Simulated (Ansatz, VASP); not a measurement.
# Two plane-wave programs on Ni

INCAR

```
SYSTEM = Ni
ALGO = Normal
EDIFF = 1E-6
ENCUT = 520
GGA = PS
ISIF = 2
ISMEAR = -1
LASPH = .True.
LCHARG = .True.
LELF = .True.
LREAL = .False.
LVHAR = .True.
LWAVE = .False.
NBANDS = 17
NELM = 80
PREC = Accurate
SIGMA = 0.1
```

KPOINTS

```
k-points
0
Gamma
  12 12 12
  0 0 0
```

The input POSCAR:

```
Ni
1.0
    0.0000000000      2.4677067238      2.4677067238
    2.4677067238      0.0000000000      2.4677067238
    2.4677067238      2.4677067238      0.0000000000
Ni
2
Direct
    0.1250000000      0.1250000000      0.1250000000
    0.8750000000      0.8750000000      0.8750000000
```

Input for Ansatz:

```yaml
crystal:
  lattice:
    - [0.0, 2.4677067238, 2.4677067238]
    - [2.4677067238, 0.0, 2.4677067238]
    - [2.4677067238, 2.4677067238, 0.0]
  atoms:
    - { symbol: Ni, position: [0.125, 0.125, 0.125] }
    - { symbol: Ni, position: [0.875, 0.875, 0.875] }
hamiltonian:
  xc: pbesol
  pseudopotentials:
    kind: paw
    azcp:
      Ni: "pseudopotentials/Ni.paw.azcp"
basis:
  ecutwfc: 420
  fft_grid_basis: typed
kpoints:
  mp_grid: { grid: [12, 12, 12], shift: [0, 0, 0] }
magnetization:
  spin_polarized: false
scf:
  occupations: { method: fermi_dirac, width: 0.1 }
  lower_state_search: "off"
output:
  stress: true
```

Alike in both runs: task single point; functional PBEsol; k mesh 12 × 12 × 12; occupations fermi-dirac, width 0.1 eV; no spin polarisation.

```csv
,VASP,Ansatz
version,VASP 6.6.1,Ansatz 0.2.0
potentials or method,"VASP PAW PBE potentials, release 64 (Ni), cutoff 520 eV","plane waves (420 eV) with PAW, scalar-relativistic"
valence electrons in the cell,20,36
```

```tsv
	VASP	Ansatz	Ansatz less VASP
pressure (GPa)	4.8	4.8	+0.05
```

VASP's potentials were made for PBE, not for PBEsol, and Ansatz warns of the same on its side. With one functional, cell and mesh, what is left measures potentials, basis and numerics. VASP's potentials hold 20 valence electrons a cell and Ansatz's 36, so a difference there can come from the potentials and not from the codes.
